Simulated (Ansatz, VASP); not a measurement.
Two plane-wave programs on TePb

The input INCAR:

```
  PREC = Accurate
  ENCUT = 520
  EDIFF = 1E-6
  ISMEAR = 0
  SIGMA = 0.01
  LREAL = False
  LASPH = True
  NELM = 100
  ALGO = Normal
  ISIF = 2
  LWAVE = False
  LCHARG = False
  GGA = PE
  NBANDS = 17
```

The input KPOINTS:

```
regular mesh
0
Gamma
  6 6 6
```

POSCAR

```
TePb
1.0
    0.0000000000      3.7017164450      3.7017164450
    3.7017164450      0.0000000000      3.7017164450
    3.7017164450      3.7017164450      0.0000000000
Pb Te
1 1
Direct
    0.0000000000      0.0000000000      0.0000000000
    0.2500000000      0.2500000000      0.2500000000
```

Input for Ansatz:

```yaml
crystal:
  lattice:
    - [0.0, 3.701716445, 3.701716445]
    - [3.701716445, 0.0, 3.701716445]
    - [3.701716445, 3.701716445, 0.0]
  atoms:
    - { symbol: Pb, position: [0.0, 0.0, 0.0] }
    - { symbol: Te, position: [0.25, 0.25, 0.25] }
kpoints:
  mp_grid: { grid: [6, 6, 6] }
hamiltonian:
  xc: pbe
scf:
  occupations: { method: fixed }
  n_extra_bands: 4
output:
  forces: true
  stress: true
  eigenvalues: true
```

Alike in both runs: task single point; functional PBE; k mesh 6 × 6 × 6; no spin polarisation.

```csv
,VASP,Ansatz
version,VASP 6.6.1,Ansatz 0.2.0
potentials or method,"VASP PAW PBE potentials, release 64 (Pb_d, Te)","plane waves, PAW"
plane-wave cutoff (eV),520,420
occupations,"gaussian, width 0.01 eV",fixed
valence electrons in the cell,20,30
```

Ansatz gave:

* gap on the k mesh at the Fermi level (eV): 0.82
* pressure (GPa): -0.6

**Question.** Estimate VASP's values.

**Answer.** gap on the k mesh at the Fermi level (eV): 0.82; pressure (GPa): -0.7.

VASP's potentials hold 20 valence electrons a cell and Ansatz's 30, so a difference there can come from the potentials and not from the codes.

Spin-orbit coupling is off throughout.
